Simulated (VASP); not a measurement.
Crystal: AlN.

```
CELL_PARAMETERS angstrom
3.11300 0.00000 0.00000
-1.55650 2.69594 0.00000
0.00000 0.00000 4.98100
ATOMIC_POSITIONS crystal
Al 0.66667 0.33333 0.50000
Al 0.33333 0.66667 0.00000
N 0.66667 0.33333 0.88000
N 0.33333 0.66667 0.38000
```

- Program: VASP 6.6.1
- Task: relaxation of cell and atoms
- Functional: PBEsol
- Dispersion: D3(BJ)
- Potentials or basis: VASP PAW PBE potentials, release 64 (Al, N)
- Cutoff: 600 eV
- k mesh: 10 × 10 × 6
- Occupations: fermi-dirac, width 0.05 eV
- Spin: no spin polarisation

At the start: pressure -3.5 GPa; volume 10.45 Å³/atom.

**Question.** How do energy, volume and symmetry change on relaxing?

**Answer.** Over 8 steps the energy falls by 2.3 meV/atom and the volume is 10.27 Å³/atom (-1.7 %); space group P6_3mc (No. 186, to 0.05 Å).

The path:
| step | energy change (eV) | largest force (eV/Å) | pressure (GPa) | volume (Å³) |
| --- | --- | --- | --- | --- |
| 1 | 0.0000 | 0.1324 | -3.47 | 41.80 |
| 2 | -0.0008 | 0.0851 | 3.49 | 40.45 |
| 3 | -0.0088 | 0.0245 | -0.01 | 41.10 |
| 4 | -0.0088 | 0.0225 | 0.06 | 41.09 |
| 5 | -0.0091 | 0.0170 | 0.09 | 41.08 |
| 6 | -0.0091 | 0.0117 | 0.11 | 41.07 |
| 7 | -0.0091 | 0.0123 | -0.11 | 41.11 |
| 8 | -0.0092 | 0.0007 | 0.00 | 41.09 |

Final structure:
```
CELL_PARAMETERS angstrom
3.09643 0.00000 0.00000
-1.54821 2.68159 0.00000
0.00000 0.00000 4.94859
ATOMIC_POSITIONS crystal
Al 0.66667 0.33333 0.49880
Al 0.33333 0.66667 0.99880
N 0.66667 0.33333 0.88120
N 0.33333 0.66667 0.38120
```

Caveat: the PAW data sets were made with another functional, which shifts forces and pressure a little.
